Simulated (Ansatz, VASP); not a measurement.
**BP: VASP beside Ansatz**

The input POSCAR:

```
BP
1.0
    0.0000000000      2.1782400000      2.0874800000
    2.1782400000      0.0000000000      2.0874800000
    2.1782400000      2.1782400000      0.0000000000
B P
1 1
Direct
    0.0000000000      0.0000000000      0.0000000000
    0.7500000000      0.7500000000      0.7500000000
```

INCAR.step1

```
SYSTEM = BP
PREC     = Accurate       ! precision mode
ENCUT    = 520            ! plane-wave cutoff, eV
ISMEAR   = 0              ! smearing method
SIGMA    = 0.05           ! smearing width, eV
LREAL    = .False.        ! projectors in reciprocal space
LASPH    = .True.         ! aspherical terms in the spheres
NELM     = 100            ! most SCF steps
NBANDS   = 11             ! bands
GGA      = PE             ! functional
ALGO     = Normal         ! electronic algorithm
EDIFF    = 1E-4           ! SCF threshold, eV
LWAVE    = .True.         ! write WAVECAR
LCHARG   = .False.        ! write CHGCAR
```

INCAR.step2

```
SYSTEM = BP
PREC     = Accurate       ! precision mode
ENCUT    = 520            ! plane-wave cutoff, eV
EDIFF    = 1E-7           ! SCF threshold, eV
ISMEAR   = 0              ! smearing method
SIGMA    = 0.05           ! smearing width, eV
LREAL    = .False.        ! projectors in reciprocal space
LASPH    = .True.         ! aspherical terms in the spheres
NELM     = 100            ! most SCF steps
ALGO     = Normal         ! electronic algorithm
ISIF     = 2              ! what is computed and relaxed
LWAVE    = .False.        ! write WAVECAR
LCHARG   = .False.        ! write CHGCAR
METAGGA  = R2SCAN         ! meta-GGA
LMIXTAU  = .True.       
NBANDS   = 11             ! bands
ISTART   = 1
```

File KPOINTS:

```
Automatic mesh
0
Gamma
  10 10 10
  0 0 0
```

Input for Ansatz:

```yaml
crystal:
  lattice:
    - [0.0, 2.17824, 2.08748]
    - [2.17824, 0.0, 2.08748]
    - [2.17824, 2.17824, 0.0]
  atoms:
    - { symbol: B, position: [0.0, 0.0, 0.0] }
    - { symbol: P, position: [0.75, 0.75, 0.75] }
basis:
  ecutwfc: 500
kpoints:
  mp_grid: { grid: [10, 10, 10] }
hamiltonian:
  xc: r2scan
scf:
  occupations: { method: gaussian, width: 0.05 }
output:
  forces: true
  stress: true
  eigenvalues: true
```

Change from the starting cell: strain -0.040 along x and y, -0.080 along z, atoms carried along.

Alike in both runs: task single point; functional r2SCAN; k mesh 10 × 10 × 10; occupations gaussian, width 0.05 eV; no spin polarisation.

|  | VASP | Ansatz |
| --- | --- | --- |
| version | VASP 6.6.1 | Ansatz 0.2.0 |
| potentials or method | VASP PAW PBE potentials, release 64 (B, P), cutoff 520 eV | scalar-relativistic, plane waves, PAW |
| valence electrons in the cell | 8 | 8 |

```csv
,VASP,Ansatz,Ansatz less VASP
gap on the k mesh at the Fermi level (eV),0.51,0.49,-0.027
least direct gap on the mesh (eV),3.51,3.47,-0.039
pressure (GPa),36.8,37.6,+0.75
"traceless stress, the component that is largest in VASP (GPa)",8.68,8.64,-0.047
```

VASP's potentials were made for PBE, not for r2SCAN. Both programs put the cell under a high pressure, so it lies far from rest at this level. With one functional, cell and mesh, what is left measures potentials, basis and numerics.
